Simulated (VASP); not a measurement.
Wanted: the native input for a VASP 6.6.1 run.

```
Task                   : relaxation of cell and atoms
Functional             : PBEsol
Potentials or basis    : VASP PAW PBE potentials, release 64 (Si, F)
Cutoff                 : 600 eV
k mesh                 : 9 × 9 × 9
Occupations            : fermi-dirac, width 0.05 eV
Spin                   : no spin polarisation
Dipole correction      : no
Further INCAR settings : ALGO = Normal; EDIFF = 1e-06; IBRION = 2; EDIFFG = -0.01; NSW = 60; ISIF = 3
```

The structure of SiF lies in POSCAR:

```
SiF
1.0
    3.0286000000      0.0000000000      0.0000000000
    0.0000000000      3.0286000000      0.0000000000
    0.0000000000      0.0000000000      3.0286000000
Si F
1 1
Direct
    0.5000000000      0.5000000000      0.5000000000
    0.0000000000      0.0000000000      0.0000000000
```

The input as run:

INCAR

```
SYSTEM = SiF
  PREC = Accurate
  ENCUT = 600
  EDIFF = 1E-6
  ISMEAR = -1
  SIGMA = 0.05
  LREAL = .False.
  LASPH = .True.
  NELM = 60
  ALGO = Normal
  ISIF = 3
  LWAVE = .False.
  LCHARG = .False.
  GGA = PS
  IBRION = 2
  NSW = 60
  EDIFFG = -0.01
```

KPOINTS

```
regular mesh
0
Gamma
  9 9 9
  0 0 0
```

Potentials or basis: VASP PAW PBE potentials, release 64 (Si, F).

The run is started by

```console
$ cat potpaw_PBE.64/Si/POTCAR potpaw_PBE.64/F/POTCAR > POTCAR
$ mpirun -np 1 vasp_std > vasp.out
```

Results of the run:

| Quantity | Value |
| --- | --- |
| Relaxed volume | 13.24 Å³/atom |
| Relaxed cell | a = 2.980 Å, b = 2.980 Å, c = 2.980 Å, α = 90.00°, β = 90.00°, γ = 90.00° |
| Space group after relaxing (to 0.05 Å) | Pm-3m (No. 221) |
| Energy gained by relaxing | 8.4 meV/atom |
| Ionic steps | 2 |
| Pressure after relaxing | -0.1 GPa |

Caveat: the PAW data sets were made with another functional, which shifts forces and pressure a little; an odd number of electrons without spin polarisation forces a metal; a magnetic or distorted state may lie lower.

It took 15 s on 1 thread of Intel(R) Xeon(R) Platinum 8259CL CPU @ 2.50GHz (Skylake/Cascade Lake) (shared host), peak memory 0.14 GiB.
